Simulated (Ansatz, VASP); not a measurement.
CaIn6Pb in VASP and in Ansatz

File INCAR:

```
  ALGO = Normal
  EDIFF = 1E-7
  ENCUT = 520
  GGA = PS
  ISIF = 2
  ISMEAR = -5
  LASPH = True
  LCHARG = False
  LREAL = False
  LWAVE = False
  NBANDS = 61
  NELM = 60
  PREC = Accurate
  SIGMA = 0.1
```

KPOINTS

```
k-points
0
Gamma
  5 5 5
```

Contents of POSCAR:

```
CaIn6Pb
1.0
    0.0000000000      5.0835210000      5.0835210000
    5.0835210000      0.0000000000      5.0835210000
    5.0835210000      5.0835210000      0.0000000000
In Ca Pb
6 1 1
Direct
    0.7500000000      0.2500000000      0.2500000000
    0.2500000000      0.7500000000      0.2500000000
    0.2500000000      0.7500000000      0.7500000000
    0.7500000000      0.2500000000      0.7500000000
    0.2500000000      0.2500000000      0.7500000000
    0.7500000000      0.7500000000      0.2500000000
    0.5000000000      0.5000000000      0.5000000000
    0.0000000000      0.0000000000      0.0000000000
```

Input for Ansatz:

```yaml
crystal:
  lattice:
    - [0.0, 5.083521, 5.083521]
    - [5.083521, 0.0, 5.083521]
    - [5.083521, 5.083521, 0.0]
  atoms:
    - { symbol: In, position: [0.75, 0.25, 0.25] }
    - { symbol: In, position: [0.25, 0.75, 0.25] }
    - { symbol: In, position: [0.25, 0.75, 0.75] }
    - { symbol: In, position: [0.75, 0.25, 0.75] }
    - { symbol: In, position: [0.25, 0.25, 0.75] }
    - { symbol: In, position: [0.75, 0.75, 0.25] }
    - { symbol: Ca, position: [0.5, 0.5, 0.5] }
    - { symbol: Pb, position: [0.0, 0.0, 0.0] }
  symmetry: { tolerance: 0.0003 }
kpoints:
  mp_grid: { grid: [5, 5, 5], shift: [0, 0, 0] }
  band_path:
    path:
      - [0.0, 0.0, 0.0]
      - [0.5, 0.0, 0.5]
      - [0.625, 0.25, 0.625]
      - [0.375, 0.375, 0.75]
      - [0.0, 0.0, 0.0]
      - [0.5, 0.5, 0.5]
      - [0.5, 0.25, 0.75]
      - [0.5, 0.0, 0.5]
    npoints: 8
magnetization:
  spin_polarized: false
scf:
  occupations: { method: tetrahedron }
  lower_state_search: "off"
  max_iter: 200
hamiltonian:
  pseudopotentials: { kind: paw }
  xc: pbesol
basis:
  ecutwfc: 420
  fft_grid_basis: typed
output:
  forces: true
  stress: true
  eigenvalues: true
  bader: true
  populations: true
  elf: true
  write_potential: true
  volumetric_format: npy
  dos:
    e_range: [-12, 8]
    de: 0.05
    projected: { site_lists: { Ca: [Ca], In: [In], Pb: [Pb] } }
checkpoint:
  read: saved_state
```

Alike in both runs: task single point; functional PBEsol; k mesh 5 × 5 × 5; occupations tetrahedron; no spin polarisation.

|  | VASP | Ansatz |
| --- | --- | --- |
| version | VASP 6.6.1 | Ansatz 0.2.0 |
| potentials or method | VASP PAW PBE potentials, release 64 (In_d, Ca_sv, Pb_d), cutoff 520 eV | PAW plane waves |
| valence electrons in the cell | 102 | 102 |

```tsv
	VASP	Ansatz	Ansatz less VASP
pressure (GPa)	17.4	17.4	-0.04
```

VASP's potentials were made for PBE, not for PBEsol. Ansatz's warnings: band table not solved further, product built on unsolved table, tetrahedron derivatives may miss energy slope.

Spin-orbit coupling is off throughout.
